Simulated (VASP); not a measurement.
# Ti (P6_3/mmc) in VASP: a series of runs

The runs below take Ti through single point, with LDA.

Program: VASP 6.6.1. These are calculated values, not measurements. Logs are shortened: lines on timing, memory, paths and dates and some standing lists are left out, and cuts for length are marked.

**1. The cell of the first run**

The structure is hexagonal, space group P6_3/mmc (No. 194). The conventional cell has a = 2.886 Å, b = 2.886 Å, c = 4.562 Å, α = 90.00°, β = 90.00°, γ = 120.00°. Within 3.7 Å of Ti (site symmetry -6m2) lie 12 Ti at 2.82 to 2.89 Å.

**2. Single point, LDA (volume scaled by 0.95)**

Contents of INCAR:

```
SYSTEM = Ti
PREC = Accurate ; ENCUT = 520
EDIFF = 1E-7 ; ISMEAR = -1
SIGMA = 0.05 ; LREAL = .FALSE.
LASPH = .TRUE. ; NELM = 80
ALGO = Normal ; ISIF = 2
LWAVE = .FALSE. ; LCHARG = .TRUE.
LELF = .TRUE. ; LVHAR = .TRUE.
NBANDS = 19
```

Contents of KPOINTS:

```
regular mesh
0
G
  13 13 7
  0 0 0
```

Contents of POSCAR:

```
Ti
1.0
    2.8859641405      0.0000000000      0.0000000000
   -1.4429820702      2.4993182601      0.0000000000
    0.0000000000      0.0000000000      4.5621823725
Ti
2
Direct
    0.3333333333      0.6666666667      0.2500000000
    0.6666666667      0.3333333333      0.7500000000
```

Potentials or basis: VASP PAW LDA potentials, release 64 (Ti_sv).

Command:

```bash
$ cat potpaw_LDA.64/Ti_sv/POTCAR > POTCAR
$ mpirun -np 1 vasp_std > vasp.out
```

OUTCAR:

```text
SYSTEM = Ti
   PREC = Accurate
   ENCUT = 520
   EDIFF = 1E-7
   ISMEAR = -1
   LREAL = .FALSE.
   LASPH = .TRUE.
   NELM = 80
   ISIF = 2

 ion  position               nearest neighbor table
   1  0.333  0.667  0.250-   2 2.82   2 2.82   2 2.82   2 2.82   2 2.82   2 2.82
   2  0.667  0.333  0.750-   1 2.82   1 2.82   1 2.82   1 2.82   1 2.82   1 2.82

  LATTYP: Found a hexagonal cell.
 ALAT       =     2.8859641405
 C/A-ratio  =     1.5808174150

  Lattice vectors:

 A1 = (   2.8859641405,   0.0000000000,   0.0000000000)
 A2 = (  -1.4429820702,   2.4993182601,   0.0000000000)
 A3 = (   0.0000000000,   0.0000000000,   4.5621823725)

Analysis of symmetry for initial positions (statically):
=====================================================================
 Subroutine PRICEL returns:
 Original cell was already a primitive cell.

 Routine SETGRP: Setting up the symmetry group for a
 hexagonal supercell.

 Subroutine GETGRP returns: Found 24 space group operations
 (whereof 12 operations were pure point group operations)
 out of a pool of 24 trial point group operations.

The static configuration has the point symmetry D_3d.
 The point group associated with its full space group is D_6h.

Analysis of symmetry for dynamics (positions and initial velocities):
=====================================================================
 Subroutine PRICEL returns:
 Original cell was already a primitive cell.

 Routine SETGRP: Setting up the symmetry group for a
 hexagonal supercell.

 Subroutine GETGRP returns: Found 24 space group operations
 (whereof 12 operations were pure point group operations)
 out of a pool of 24 trial point group operations.

The dynamic configuration has the point symmetry D_3d.
 The point group associated with its full space group is D_6h.

 Subroutine INISYM returns: Found 24 space group operations
 (whereof 12 operations are pure point group operations),
 and found     1 'primitive' translations

----------------------------------------------------------------------------------------

                                     Primitive cell

  volume of cell :      32.9068

  direct lattice vectors                    reciprocal lattice vectors
     2.885964141  0.000000000  0.000000000     0.346504652  0.200054554  0.000000000
    -1.442982070  2.499318260  0.000000000     0.000000000  0.400109108  0.000000000
     0.000000000  0.000000000  4.562182372     0.000000000  0.000000000  0.219193342

  length of vectors
     2.885964141  2.885964140  4.562182372     0.400109108  0.400109108  0.219193342

  position of ions in fractional coordinates (direct lattice)
     0.333333333  0.666666667  0.250000000
     0.666666667  0.333333333  0.750000000

  ion indices of the primitive-cell ions
   primitive index   ion index
                 1           1
                 2           2

----------------------------------------------------------------------------------------

 KPOINTS: regular mesh

Automatic generation of k-mesh.
 Grid dimensions read from file:
 generate k-points for:   13   13    7

 Generating k-lattice:

  Cartesian coordinates                     Fractional coordinates (reciprocal lattice)
     0.026654204  0.015388812  0.000000000     0.076923077  0.000000000  0.000000000
     0.000000000  0.030777624  0.000000000     0.000000000  0.076923077  0.000000000
     0.000000000  0.000000000  0.031313335     0.000000000  0.000000000  0.142857143

  Length of vectors
     0.030777624  0.030777624  0.031313335

  Shift w.r.t. Gamma in fractional coordinates (k-lattice)
     0.000000000  0.000000000  0.000000000

 Subroutine IBZKPT returns following result:
 ===========================================

 Found     84 irreducible k-points:

 Following reciprocal coordinates:
            Coordinates               Weight
  0.000000  0.000000  0.000000      1.000000
  0.076923  0.000000  0.000000      6.000000
  0.153846  0.000000  0.000000      6.000000
  0.230769  0.000000  0.000000      6.000000
  0.307692  0.000000  0.000000      6.000000
  0.384615  0.000000  0.000000      6.000000
[... 16 lines left out ...]
  0.076923  0.000000  0.142857     12.000000
  0.153846  0.000000  0.142857     12.000000
 [... further k-points ...]
   k-points           NKPTS =     84   k-points in BZ     NKDIM =     84   number of bands    NBANDS=     19
   number of dos      NEDOS =    301   number of ions     NIONS =      2
   total plane-waves  NPLWV =  20736
   dimension x,y,z NGX =    24 NGY =   24 NGZ =   36
   dimension x,y,z NGXF=    48 NGYF=   48 NGZF=   72
   ions per type =               2
   NGX,Y,Z   is equivalent  to a cutoff of  13.83, 13.83, 13.12 a.u.
   NGXF,Y,Z  is equivalent  to a cutoff of  27.65, 27.65, 26.24 a.u.
 SYSTEM =  Ti
   PREC   = accura    normal or accurate (medium, high low for compatibility)
   ISTART =      0    job   : 0-new  1-cont  2-samecut
   ICHARG =      2    charge: 1-file 2-atom 10-const
   ISPIN  =      1    spin polarized calculation?
   LNONCOLLINEAR =      F non collinear calculations
   LSORBIT =      F    spin-orbit coupling
   LASPH  =      T    aspherical Exc in radial PAW
   ENCUT  =  520.0 eV  38.22 Ry    6.18 a.u.   5.37  5.37  8.48*2*pi/ulx,y,z
   NELM   =     80;   NELMIN=  2; NELMDL= -5     # of ELM steps
   EDIFF  = 0.1E-06   stopping-criterion for ELM
   LREAL  =      F    real-space projection
   EDIFFG = 0.1E-05   stopping-criterion for IOM
   NSW    =      0    number of steps for IOM
   IBRION =     -1    ionic relax: 0-MD 1-quasi-New 2-CG
   NFREE  =      0    steps in history (QN), initial steepest desc. (CG)
   ISIF   =      2    stress and relaxation
   ISYM   =      2    0-nonsym 1-usesym 2-fastsym
   POTIM  = 0.5000    time-step for ionic-motion
   TEBEG  =    0.0;   TEEND  =   0.0 temperature during run
   PSTRESS=    0.0 pullay stress
   NELECT =      24.0000    total number of electrons
   NUPDOWN=      -1.0000    fix difference up-down
   EMIN   =  10.00;   EMAX   =-10.00  energy-range for DOS
   EFERMI =   0.00;   METHOD = LEGACY
   ISMEAR =    -1;   SIGMA  =   0.05  broadening in eV -4-tet -1-fermi 0-gaus
   EFERMI_NEDOS =   21; number of points for ismear=-14 and -15
   IALGO  =     38    algorithm
   IMIX   =      4    mixing-type and parameters
     AMIX     =   0.40;   BMIX     =  1.00
     AMIX_MAG =   1.60;   BMIX_MAG =  1.00
  volume/ion in A,a.u.               =      16.45       111.03
  Fermi-wavevector in a.u.,A,eV,Ry     =   1.473613  2.784725 29.545543  2.171536
  Thomas-Fermi vector in A             =   2.588485
   LORBIT       =      0    0 simple, 1 ext, 2 COOP (PROOUT), +10 PAW based schemes
   GGA     = CA    functional components
   LHFCALC =     F    Hartree Fock is set to
   AEXX    =    0.0000 exact exchange contribution
   IVDW    =     0    specifies the selected vdW correction
   LEPSILON=     F    determine dielectric tensor
   LRPA    =     F    only Hartree local field effects (RPA)
 non-spin polarized calculation
  energy-cutoff  :      520.00
  volume of cell :       32.91
 maximum number of plane-waves:       911
 NGX is ok and might be reduce to    24
   NGX = 11   NGY = 11   NGZ = 17

 number of electron      24.0000000 magnetization

 Free energy of the ion-electron system (eV)
  ---------------------------------------------------
  ext. energy  EPLUGINS =         0.00000000
  ---------------------------------------------------
  free energy    TOTEN  =       -17.10108868 eV

  energy without entropy =      -17.08230569  energy(sigma->0) =      -17.09169718

 E-fermi :   8.6834     XC(G=0): -12.0459

 val. band max:        8.6417301177   @ k =   0.3077   0.3077   0.2857
 cond. band min:       8.6855800764   @ k =   0.1538   0.0000   0.0000
 fundamental gap:      0.0438499587
 Fermi energy:         8.6833815964

 k-point     1 :       0.0000    0.0000    0.0000
  band No.  band energies     occupation
      1     -47.4053      2.00000
      2     -47.2243      2.00000
      3     -24.4528      2.00000
      4     -23.6735      2.00000
      5     -23.6735      2.00000
      6     -23.5793      2.00000
[... 11 lines left out ...]
     18      10.3400      0.00000
     19      12.0099      0.00000

 k-point     2 :       0.0769    0.0000    0.0000
  band No.  band energies     occupation
      1     -47.3977      2.00000
      2     -47.2213      2.00000
      3     -24.4368      2.00000
      4     -23.7063      2.00000
      5     -23.6845      2.00000
      6     -23.5861      2.00000
[... 11 lines left out ...]
     18      10.2402      0.00000
     19      12.0645      0.00000

 k-point     3 :       0.1538    0.0000    0.0000
  band No.  band energies     occupation
      1     -47.3762      2.00000
      2     -47.2134      2.00000
      3     -24.3908      2.00000
      4     -23.7976      2.00000
      5     -23.7140      2.00000
      6     -23.6769      2.00000
[... 11 lines left out ...]
     18      10.4218      0.00000
     19      12.1842      0.00000

 k-point     4 :       0.2308    0.0000    0.0000
  band No.  band energies     occupation
      1     -47.3446      2.00000
      2     -47.2033      2.00000
      3     -24.3204      2.00000
      4     -23.9275      2.00000
      5     -23.8032      2.00000
      6     -23.7539      2.00000
[... 11 lines left out ...]
     18      10.9092      0.00000
     19      12.3040      0.00000

 k-point     5 :       0.3077    0.0000    0.0000
  band No.  band energies     occupation
      1     -47.3087      2.00000
      2     -47.1947      2.00000
      3     -24.2348      2.00000
      4     -24.0664      2.00000
      5     -23.9323      2.00000
      6     -23.7947      2.00000
[... 11 lines left out ...]
     18      11.4825      0.00000
     19      12.3935      0.00000
[... 334 lines left out ...]
      2     -47.2019      2.00000
      3     -24.1506      2.00000
      4     -24.0291      2.00000
      5     -23.9849      2.00000
      6     -23.9671      2.00000
[... 11 lines left out ...]
     18      12.1873      0.00000
     19      14.5654      0.00000

 k-point    22 :       0.0000    0.0000    0.1429
  band No.  band energies     occupation
      1     -47.3965      2.00000
      2     -47.2334      2.00000
      3     -24.4113      2.00000
      4     -23.6674      2.00000
      5     -23.6674      2.00000
      6     -23.6246      2.00000
[... 11 lines left out ...]
     18      10.5454      0.00000
     19      12.0217      0.00000

 k-point    23 :       0.0769    0.0000    0.1429
  band No.  band energies     occupation
      1     -47.3891      2.00000
      2     -47.2302      2.00000
      3     -24.3974      2.00000
      4     -23.6993      2.00000
      5     -23.6781      2.00000
      6     -23.6445      2.00000
[... 11 lines left out ...]
     18      10.5065      0.00000
     19      12.0659      0.00000

 k-point    24 :       0.1538    0.0000    0.1429
  band No.  band energies     occupation
      1     -47.3682      2.00000
      2     -47.2215      2.00000
      3     -24.3580      2.00000
      4     -23.7881      2.00000
      5     -23.7198      2.00000
      6     -23.7067      2.00000
[... 11 lines left out ...]
     18      10.5483      0.00000
     19      12.1618      0.00000

 [... further k-points ...]

------------------------ aborting loop because EDIFF is reached ----------------------------------------

  FORCE on cell =-STRESS in cart. coord.  units (eV):
  Direction    XX          YY          ZZ          XY          YZ          ZX
  --------------------------------------------------------------------------------------
  -------------------------------------------------------------------------------------
  Total       -0.5923812     -0.5923812     -0.5012290     -0.0000000      0.0000000      0.0000000
  in kB      -28.8420874    -28.8420874    -24.4040338     -0.0000000      0.0000000      0.0000000
  external PRESSURE =     -27.3627362 kB  Pullay stress =       0.0000000 kB

 VOLUME and BASIS-vectors are now :
 -----------------------------------------------------------------------------
  energy-cutoff  :      520.00
  volume of cell :       32.91
      direct lattice vectors                 reciprocal lattice vectors
     2.885964141  0.000000000  0.000000000     0.346504652  0.200054554  0.000000000
    -1.442982070  2.499318260  0.000000000     0.000000000  0.400109108  0.000000000
     0.000000000  0.000000000  4.562182372     0.000000000  0.000000000  0.219193342

 POSITION                                       TOTAL-FORCE (eV/Angst)
 -----------------------------------------------------------------------------------
     -0.00000      1.66621      1.14055         0.000000      0.000000      0.000000
      1.44298      0.83311      3.42164         0.000000     -0.000000      0.000000
 -----------------------------------------------------------------------------------
    total drift:                               -0.000000      0.000000     -0.000000

  FREE ENERGIE OF THE ION-ELECTRON SYSTEM (eV)
  ---------------------------------------------------
  free  energy   TOTEN  =       -17.1010886753 eV

  energy  without entropy=      -17.0823056891  energy(sigma->0) =      -17.09169718
```

Wall time 30 s (1 thread of Intel Xeon Platinum 8559C (Emerald Rapids), shared host); peak memory 0.15 GiB.

Results:

| Property | Result |
| --- | --- |
| Free energy | -17.1011 eV |
| Pressure | -2.7 GPa |
| Band gap on the k mesh | zero (band 12 reaches 9.44 eV, above the bottom of band 13 at 8.36 eV) |

**3. Single point, LDA (volume scaled by 0.975)**

Contents of INCAR:

```
SYSTEM = Ti
ALGO     = Normal         ! electronic algorithm
EDIFF    = 1E-6           ! SCF threshold, eV
ENCUT    = 520            ! plane-wave cutoff, eV
GGA      = CA             ! functional
ISIF     = 2              ! what is computed and relaxed
ISMEAR   = -1             ! smearing method
LASPH    = .TRUE.         ! aspherical terms in the spheres
LCHARG   = .FALSE.        ! write CHGCAR
LREAL    = .FALSE.        ! projectors in reciprocal space
LWAVE    = .FALSE.        ! write WAVECAR
NBANDS   = 19             ! bands
NELM     = 80             ! most SCF steps
PREC     = Accurate       ! precision mode
SIGMA    = 0.05           ! smearing width, eV
```

Contents of KPOINTS:

```
k-points
0
G
  13 13 7
  0 0 0
```

Contents of POSCAR:

```
Ti
1.0
    2.9110607405      0.0000000000      0.0000000000
   -1.4555303702      2.5210525532      0.0000000000
    0.0000000000      0.0000000000      4.6018555149
Ti
2
Direct
    0.3333333333      0.6666666667      0.2500000000
    0.6666666667      0.3333333333      0.7500000000
```

Potentials or basis: VASP PAW LDA potentials, release 64 (Ti_sv).

Command:

```bash
$ cat potpaw_LDA.64/Ti_sv/POTCAR > POTCAR
$ mpirun -np 1 vasp_std > vasp.out
```

Wall time 24 s (1 thread of Intel Xeon Platinum 8559C (Emerald Rapids), shared host); peak memory 0.16 GiB.

Results (log left out):

| Property | Result |
| --- | --- |
| Free energy | -17.0787 eV |
| Pressure | -5.6 GPa |
| Band gap on the k mesh | zero (band 12 reaches 9.15 eV, above the bottom of band 13 at 8.07 eV) |

Stress tensor (GPa, compression positive):
```
-5.65  0.00  0.00
 0.00 -5.65  0.00
 0.00  0.00 -5.39
```

Levels at points of the mesh, in eV from the Fermi level:
| k point | band 10 | band 11 | band 12 | band 13 | band 14 | band 15 |
| --- | --- | --- | --- | --- | --- | --- |
| (0.00, 0.00, 0.00) | -2.75 | 0.75 | 0.75 | 0.89 | 0.97 | 1.27 |

**4. Single point, LDA (volume scaled by 1.025)**

Contents of INCAR:

```
ALGO = Normal ; EDIFF = 1E-6
ENCUT = 520 ; ISIF = 2
ISMEAR = -1 ; LASPH = True
LCHARG = True ; LELF = True
LREAL = False ; LVHAR = True
LWAVE = False ; NBANDS = 19
NELM = 60 ; PREC = Accurate
SIGMA = 0.05
```

Contents of KPOINTS:

```
k-points
0
Gamma
  13 13 7
```

Contents of POSCAR:

```
Ti
1.0
    2.9599952707      0.0000000000      0.0000000000
   -1.4799976353      2.5634310995      0.0000000000
    0.0000000000      0.0000000000      4.6792120724
Ti
2
Direct
    0.3333333333      0.6666666667      0.2500000000
    0.6666666667      0.3333333333      0.7500000000
```

Command:

```bash
$ cat potpaw_LDA.64/Ti_sv/POTCAR > POTCAR
$ mpirun -np 1 vasp_std > vasp.out
```

Run time: 25 s. Hardware: 1 thread of Intel Xeon Platinum 8559C (Emerald Rapids), shared host; peak memory 0.16 GiB.

Results (log left out):

* Free energy: -16.9915 eV
* Pressure: -10.4 GPa
* Band gap on the k mesh: zero (band 12 reaches 8.59 eV, above the bottom of band 13 at 7.54 eV)

Levels at points of the mesh, in eV from the Fermi level:
```
           k point  band 8  band 9  band 10  band 11  band 12  band 13  band 14  band 15  band 16  band 17
(0.00, 0.00, 0.00)  -32.44   -6.08    -2.62     0.73     0.73     0.84     0.86     1.21     1.21     1.53
```

**5. Single point, LDA (volume scaled by 1.05)**

Contents of INCAR:

```
SYSTEM = Ti
  PREC = Accurate
  ENCUT = 520
  EDIFF = 1E-6
  ISMEAR = -1
  SIGMA = 0.05
  LREAL = .FALSE.
  LASPH = .TRUE.
  NELM = 80
  ALGO = Normal
  ISIF = 2
  LWAVE = .FALSE.
  LCHARG = .FALSE.
  GGA = CA
  NBANDS = 19
```

Contents of KPOINTS:

```
regular mesh
0
G
  13 13 7
  0 0 0
```

Contents of POSCAR:

```
Ti
1.0
    2.9838672312      0.0000000000      0.0000000000
   -1.4919336156      2.5841048237      0.0000000000
    0.0000000000      0.0000000000      4.7169492834
Ti
2
Direct
    0.3333333333      0.6666666667      0.2500000000
    0.6666666667      0.3333333333      0.7500000000
```

Command:

```bash
$ cat potpaw_LDA.64/Ti_sv/POTCAR > POTCAR
$ mpirun -np 1 vasp_std > vasp.out
```

Wall time 19 s (1 thread of Intel Xeon Platinum 8559C (Emerald Rapids), shared host); peak memory 0.16 GiB.

Results (log left out):

```
Free energy            : -16.9299 eV
Pressure               : -12.4 GPa
Band gap on the k mesh : zero (band 12 reaches 8.33 eV, above the bottom of band 13 at 7.30 eV)
```

Stress tensor (GPa, compression positive):
```
-12.35   0.00   0.00
  0.00 -12.35   0.00
  0.00   0.00 -12.51
```

Levels at points of the mesh, in eV from the Fermi level:
```tsv
k point	band 9	band 10	band 11	band 12	band 13	band 14	band 15	band 16
(0.00, 0.00, 0.00)	-6.02	-2.57	0.72	0.72	0.78	0.84	1.18	1.18
```

**6. Overview**

| cell | gap on the mesh (eV) | pressure (GPa) |
| --- | --- | --- |
| a = 2.886, b = 2.886, c = 4.562 Å, angles 90.0, 90.0, 120.0°, 2 atoms | none | -2.7 |
| a = 2.911, b = 2.911, c = 4.602 Å, angles 90.0, 90.0, 120.0°, 2 atoms | none | -5.6 |
| a = 2.960, b = 2.960, c = 4.679 Å, angles 90.0, 90.0, 120.0°, 2 atoms | none | -10.4 |
| a = 2.984, b = 2.984, c = 4.717 Å, angles 90.0, 90.0, 120.0°, 2 atoms | none | -12.4 |

Alike in all rows: task single point; level LDA; potentials or basis VASP PAW LDA potentials, release 64 (Ti_sv); no spin polarisation; k mesh 13 × 13 × 7; cutoff (eV) 520; smearing fermi-dirac 0.05 eV.

Total energies depend on the potentials used, so only differences within one code and one set of settings carry meaning.
